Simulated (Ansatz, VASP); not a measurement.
KTaO3: VASP beside Ansatz

INCAR

```
SYSTEM = KTaO3
PREC = Accurate
ENCUT = 520
EDIFF = 1E-6
ISMEAR = 0
SIGMA = 0.05
LREAL = .False.
LASPH = .True.
NELM = 100
ALGO = Normal
ISIF = 2
LWAVE = .False.
LCHARG = .False.
GGA = PS
NBANDS = 27
```

The input KPOINTS:

```
Automatic mesh
0
Gamma
  8 8 8
  0 0 0
```

Contents of POSCAR:

```
KTaO3
1.0
    3.6864562343      0.0000000000      0.0000000000
    0.0000000000      3.9853580911      0.0000000000
    0.0000000000      0.0000000000      4.2045527861
K Ta O
1 1 3
Direct
    0.5000000000      0.5000000000      0.5000000000
    0.0000000000      0.0000000000      0.0000000000
    0.5000000000      0.0000000000      0.0000000000
    0.0000000000      0.5000000000      0.0000000000
    0.0000000000      0.0000000000      0.5000000000
```

Input for Ansatz:

```yaml
crystal:
  lattice:
    - [3.6864562343, 0.0, 0.0]
    - [0.0, 3.9853580911, 0.0]
    - [0.0, 0.0, 4.2045527861]
  atoms:
    - { symbol: K, position: [0.5, 0.5, 0.5] }
    - { symbol: Ta, position: [0.0, 0.0, 0.0] }
    - { symbol: O, position: [0.5, 0.0, 0.0] }
    - { symbol: O, position: [0.0, 0.5, 0.0] }
    - { symbol: O, position: [0.0, 0.0, 0.5] }
basis:
  ecutwfc: 520.0
kpoints:
  mp_grid: { grid: [8, 8, 8] }
hamiltonian:
  xc: pbesol
  pseudopotentials: { kind: paw }
scf:
  occupations: { method: gaussian, width: 0.05 }
output:
  forces: true
  stress: true
  eigenvalues: true
```

Change from the starting cell: normal strain along x -0.0750, normal strain along z +0.0550.

Alike in both runs: task single point; functional PBEsol; k mesh 8 × 8 × 8; occupations gaussian, width 0.05 eV; no spin polarisation.

```csv
,VASP,Ansatz
version,VASP 6.6.1,Ansatz 0.2.0
potentials or method,"VASP PAW PBE potentials, release 64 (K_sv, Ta_pv, O), cutoff 520 eV","scalar-relativistic, plane waves, PAW"
valence electrons in the cell,38,40
```

Ansatz gave:

```
gap on the k mesh at the Fermi level (eV)                     : 1.96
least direct gap on the mesh (eV)                             : 2.40
pressure (GPa)                                                : 10.7
traceless stress, the component that is largest in VASP (GPa) : 33.46
```

Q: Which values does VASP return?

A: gap on the k mesh at the Fermi level (eV): 1.92; least direct gap on the mesh (eV): 2.36; pressure (GPa): 11.7; traceless stress, the component that is largest in VASP (GPa): 34.08.

VASP's potentials were made for PBE, not for PBEsol. VASP's potentials hold 38 valence electrons a cell and Ansatz's 40, so a difference there can come from the potentials and not from the codes.

Spin-orbit coupling is off throughout.
